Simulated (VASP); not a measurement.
# Pb (Fd-3m) in VASP: further runs

Pb is run at these levels: PBE; tasks: single point.

Everything below comes from runs of VASP 6.6.1. Logs are shortened: lines on timing, memory, paths and dates and some standing lists are left out, and cuts for length are marked.

## (1) The cell of the first run

The structure is cubic, space group Fd-3m (No. 227). Conventional cell: a = 6.271 Å, b = 6.271 Å, c = 6.271 Å, α = 90.00°, β = 90.00°, γ = 90.00°. Pb (site symmetry -43m) has 4 Pb at 2.72 Å within 3.6 Å.

## (2) Single point, PBE (volume scaled by 0.7)

Contents of INCAR:

```
SYSTEM = Pb
PREC = Accurate
ENCUT = 520
EDIFF = 1E-6
ISMEAR = -1
SIGMA = 0.1
LREAL = .FALSE.
LASPH = .TRUE.
NELM = 80
ALGO = Normal
ISIF = 2
LWAVE = .FALSE.
LCHARG = .TRUE.
GGA = PE
LELF = .TRUE.
LVHAR = .TRUE.
NBANDS = 21
```

Contents of KPOINTS:

```
regular mesh
0
G
  11 11 11
  0 0 0
```

Contents of POSCAR:

```
Pb
1.0
    0.0000000000      3.1352513444      3.1352513444
    3.1352513444      0.0000000000      3.1352513444
    3.1352513444      3.1352513444      0.0000000000
Pb
2
Direct
   -0.1250000000     -0.1250000000     -0.1250000000
    0.1250000000      0.1250000000      0.1250000000
```

Potentials or basis: VASP PAW PBE potentials, release 64 (Pb_d).

Run with:

```bash
> cat potpaw_PBE.64/Pb_d/POTCAR > POTCAR
> mpirun -np 1 vasp_std > vasp.out
```

OUTCAR:

```text
SYSTEM = Pb
   PREC = Accurate
   ENCUT = 520
   EDIFF = 1E-6
   ISMEAR = -1
   LREAL = .FALSE.
   LASPH = .TRUE.
   NELM = 80
   ISIF = 2
   GGA = PE

 ion  position               nearest neighbor table
   1  0.875  0.875  0.875-   2 2.72   2 2.72   2 2.72   2 2.72
   2  0.125  0.125  0.125-   1 2.72   1 2.72   1 2.72   1 2.72

  LATTYP: Found a face centered cubic cell.
 ALAT       =     6.2705026888

  Lattice vectors:

 A1 = (   0.0000000000,   3.1352513444,   3.1352513444)
 A2 = (   3.1352513444,   0.0000000000,   3.1352513444)
 A3 = (   3.1352513444,   3.1352513444,   0.0000000000)

Analysis of symmetry for initial positions (statically):
=====================================================================
 Subroutine PRICEL returns:
 Original cell was already a primitive cell.

 Routine SETGRP: Setting up the symmetry group for a
 face centered cubic supercell.

 Subroutine GETGRP returns: Found 48 space group operations
 (whereof 12 operations were pure point group operations)
 out of a pool of 48 trial point group operations.

The static configuration has the point symmetry D_3d.
 The point group associated with its full space group is O_h .

Analysis of symmetry for dynamics (positions and initial velocities):
=====================================================================
 Subroutine PRICEL returns:
 Original cell was already a primitive cell.

 Routine SETGRP: Setting up the symmetry group for a
 face centered cubic supercell.

 Subroutine GETGRP returns: Found 48 space group operations
 (whereof 12 operations were pure point group operations)
 out of a pool of 48 trial point group operations.

The dynamic configuration has the point symmetry D_3d.
 The point group associated with its full space group is O_h .

 Subroutine INISYM returns: Found 48 space group operations
 (whereof 12 operations are pure point group operations),
 and found     1 'primitive' translations

----------------------------------------------------------------------------------------

                                     Primitive cell

  volume of cell :      61.6378

  direct lattice vectors                    reciprocal lattice vectors
     0.000000000  3.135251344  3.135251344    -0.159476847  0.159476847  0.159476847
     3.135251344  0.000000000  3.135251344     0.159476847 -0.159476847  0.159476847
     3.135251344  3.135251344  0.000000000     0.159476847  0.159476847 -0.159476847
[... 80 lines left out ...]
   LSORBIT =      F    spin-orbit coupling
   LASPH  =      T    aspherical Exc in radial PAW
   ENCUT  =  520.0 eV  38.22 Ry    6.18 a.u.   8.24  8.24  8.24*2*pi/ulx,y,z
   NELM   =     80;   NELMIN=  2; NELMDL= -5     # of ELM steps
   EDIFF  = 0.1E-05   stopping-criterion for ELM
   LREAL  =      F    real-space projection
   EDIFFG = 0.1E-04   stopping-criterion for IOM
   NSW    =      0    number of steps for IOM
   IBRION =     -1    ionic relax: 0-MD 1-quasi-New 2-CG
   NFREE  =      0    steps in history (QN), initial steepest desc. (CG)
   ISIF   =      2    stress and relaxation
   ISYM   =      2    0-nonsym 1-usesym 2-fastsym
   POTIM  = 0.5000    time-step for ionic-motion
   TEBEG  =    0.0;   TEEND  =   0.0 temperature during run
   PSTRESS=    0.0 pullay stress
   NELECT =      28.0000    total number of electrons
   NUPDOWN=      -1.0000    fix difference up-down
   EMIN   =  10.00;   EMAX   =-10.00  energy-range for DOS
   EFERMI =   0.00;   METHOD = LEGACY
   ISMEAR =    -1;   SIGMA  =   0.10  broadening in eV -4-tet -1-fermi 0-gaus
   EFERMI_NEDOS =   21; number of points for ismear=-14 and -15
   IALGO  =     38    algorithm
   IMIX   =      4    mixing-type and parameters
     AMIX     =   0.40;   BMIX     =  1.00
     AMIX_MAG =   1.60;   BMIX_MAG =  1.00
  volume/ion in A,a.u.               =      30.82       207.98
  Fermi-wavevector in a.u.,A,eV,Ry     =   1.258477  2.378176 21.548409  1.583763
  Thomas-Fermi vector in A             =   2.392084
   LORBIT       =      0    0 simple, 1 ext, 2 COOP (PROOUT), +10 PAW based schemes
   GGA     = PE    functional components
   LHFCALC =     F    Hartree Fock is set to
   AEXX    =    0.0000 exact exchange contribution
   IVDW    =     0    specifies the selected vdW correction
   LEPSILON=     F    determine dielectric tensor
   LRPA    =     F    only Hartree local field effects (RPA)
 non-spin polarized calculation
  energy-cutoff  :      520.00
  volume of cell :       61.64
 maximum number of plane-waves:      1679
 NGX is ok and might be reduce to    36
   NGX = 17   NGY = 17   NGZ = 17

 number of electron      27.9999998 magnetization

 Free energy of the ion-electron system (eV)
  ---------------------------------------------------
  ext. energy  EPLUGINS =         0.00000000
  ---------------------------------------------------
  free energy    TOTEN  =        -5.38031863 eV

  energy without entropy =       -5.37232193  energy(sigma->0) =       -5.37632028

 E-fermi :   7.4200     XC(G=0):  -9.6927

 val. band max:        7.3464949308   @ k =   0.1818   0.0000   0.0000
 cond. band min:       7.6381911210   @ k =  -0.0909   0.0909   0.0000
 fundamental gap:      0.2916961902
 Fermi energy:         7.4199824142

 k-point     1 :       0.0000    0.0000    0.0000
  band No.  band energies     occupation
      1     -10.7589      2.00000
      2     -10.7589      2.00000
      3     -10.7589      2.00000
      4     -10.6280      2.00000
      5     -10.6280      2.00000
      6      -9.7908      2.00000
[... 565 lines left out ...]
     20      14.9704      0.00000
     21      15.7615      0.00000

 [... further k-points ...]

------------------------ aborting loop because EDIFF is reached ----------------------------------------

  FORCE on cell =-STRESS in cart. coord.  units (eV):
  Direction    XX          YY          ZZ          XY          YZ          ZX
  --------------------------------------------------------------------------------------
  -------------------------------------------------------------------------------------
  Total        8.1259328      8.1259328      8.1259328      0.0000000     -0.0000000      0.0000000
  in kB      211.2208192    211.2208192    211.2208192      0.0000000     -0.0000000      0.0000000
  external PRESSURE =     211.2208192 kB  Pullay stress =       0.0000000 kB

 VOLUME and BASIS-vectors are now :
 -----------------------------------------------------------------------------
  energy-cutoff  :      520.00
  volume of cell :       61.64
      direct lattice vectors                 reciprocal lattice vectors
     0.000000000  3.135251344  3.135251344    -0.159476847  0.159476847  0.159476847
     3.135251344  0.000000000  3.135251344     0.159476847 -0.159476847  0.159476847
     3.135251344  3.135251344  0.000000000     0.159476847  0.159476847 -0.159476847

 POSITION                                       TOTAL-FORCE (eV/Angst)
 -----------------------------------------------------------------------------------
      5.48669      5.48669      5.48669        -0.000000      0.000000      0.000000
      0.78381      0.78381      0.78381         0.000000     -0.000000     -0.000000
 -----------------------------------------------------------------------------------
    total drift:                                0.000000      0.000000      0.000000

  FREE ENERGIE OF THE ION-ELECTRON SYSTEM (eV)
  ---------------------------------------------------
  free  energy   TOTEN  =        -5.3803186281 eV

  energy  without entropy=       -5.3723219283  energy(sigma->0) =       -5.37632028
```

OSZICAR:

```text
N       E                     dE             d eps       ncg     rms          rms(c)
DAV:   1     0.300200050626E+03    0.30020E+03   -0.14217E+04  2352   0.162E+03
DAV:   2     0.171638887693E+02   -0.28304E+03   -0.27689E+03  2372   0.415E+02
DAV:   3    -0.468954836797E+01   -0.21853E+02   -0.21670E+02  2878   0.143E+02
DAV:   4    -0.542614381327E+01   -0.73660E+00   -0.73626E+00  2752   0.296E+01
DAV:   5    -0.546290336848E+01   -0.36760E-01   -0.36759E-01  3245   0.618E+00    0.229E+00
DAV:   6    -0.540447812856E+01    0.58425E-01   -0.46804E-02  3531   0.289E+00    0.129E+00
DAV:   7    -0.537872478395E+01    0.25753E-01   -0.47045E-02  3235   0.291E+00    0.183E-01
DAV:   8    -0.538014526704E+01   -0.14205E-02   -0.63633E-03  2992   0.944E-01    0.436E-02
DAV:   9    -0.538029133346E+01   -0.14607E-03   -0.45391E-04  2819   0.317E-01    0.260E-02
DAV:  10    -0.538031735039E+01   -0.26017E-04   -0.62242E-05  2924   0.778E-02    0.513E-03
DAV:  11    -0.538031869041E+01   -0.13400E-05   -0.53956E-06  2448   0.249E-02    0.130E-03
DAV:  12    -0.538031862814E+01    0.62267E-07   -0.88684E-07  2213   0.137E-02
   1 F= -.53803186E+01 E0= -.53763203E+01  d E =-.799670E-02
```

stdout:

```text
POSCAR found type information on POSCAR Pb
 POSCAR found :  1 types and       2 ions
 scaLAPACK will be used
 LDA part: xc-table for (Slater+PW92), standard interpolation
 POSCAR, INCAR and KPOINTS ok, starting setup
 FFT: planning ... GRIDC
 FFT: planning ... GRID_SOFT
 FFT: planning ... GRID
 WAVECAR not read
 entering main loop
```

Wall time 46 s (1 thread of AMD EPYC 9R45 (Zen 5), shared host); peak memory 0.2 GiB.

Results:

| Item | Value |
| --- | --- |
| Free energy | -5.3803 eV |
| Pressure | 21.1 GPa |
| Band gap on the k mesh | zero (band 14 reaches 7.90 eV, above the bottom of band 15 at 6.62 eV) |

Caveat: spin-orbit coupling is left out, which moves the levels of the heavy elements.

[end of part 1 of 2]
